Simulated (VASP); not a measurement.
Wanted: the native input for a VASP 6.6.1 run.

```yaml
Task: single point
Functional: PBE
Potentials_or_basis: VASP PAW PBE potentials, release 64 (Li_sv, Si, S)
Cutoff: 520 eV
k_mesh: 4 × 4 × 4
Occupations: gaussian, width 0.1 eV
Spin: no spin polarisation
Dipole_correction: no
Further_INCAR_settings: ALGO = Normal; EDIFF = 1e-06; NBANDS = 40
```

The structure of Li2SiS3 lies in POSCAR:

```
Li2SiS3
1.0
    5.8149986300     -3.3720939200      0.0000000000
    5.8149986300      3.3720939200      0.0000000000
    0.0000000000      0.0000000000      5.9639005700
Li Si S
4 2 6
Direct
    0.1765212600      0.4906294000      0.0088902100
    0.8234787600      0.5093705700      0.5088902100
    0.4906294000      0.1765212600      0.5088902100
    0.5093705700      0.8234787600      0.0088902100
    0.8348047700      0.1651952100      0.9970304400
    0.1651952100      0.8348047700      0.4970304400
    0.1576997800      0.5400764900      0.4104296900
    0.8423002400      0.4599235100      0.9104296600
    0.5400764900      0.1576997800      0.9104296600
    0.4599235100      0.8423002400      0.4104296900
    0.8613551900      0.1386448300      0.3691277800
    0.1386448300      0.8613551900      0.8691278100
```

One way to write it, as run:

INCAR

```
ALGO = Normal
EDIFF = 1E-6
ENCUT = 520
GGA = PE
ISIF = 2
ISMEAR = 0
LASPH = T
LCHARG = T
LELF = T
LREAL = F
LVHAR = T
LWAVE = F
NBANDS = 40
NELM = 100
PREC = Accurate
SIGMA = 0.1
```

KPOINTS

```
k-points
0
Gamma
  4 4 4
```

Potentials or basis: VASP PAW PBE potentials, release 64 (Li_sv, Si, S).

The run is started by

```bash
$ cat potpaw_PBE.64/Li_sv/POTCAR potpaw_PBE.64/Si/POTCAR potpaw_PBE.64/S/POTCAR > POTCAR
$ mpirun -np 1 vasp_std > vasp.out
```

It gave:

| Quantity | Value |
| --- | --- |
| Largest force | 0.239 eV/Å |
| Band gap on the k mesh | 3.25 eV, indirect (least direct gap 3.27 eV) |

Wall time 2.7 min on 1 thread of Intel(R) Xeon(R) 6975P-C (Granite Rapids) (shared host), peak memory 0.42 GiB.
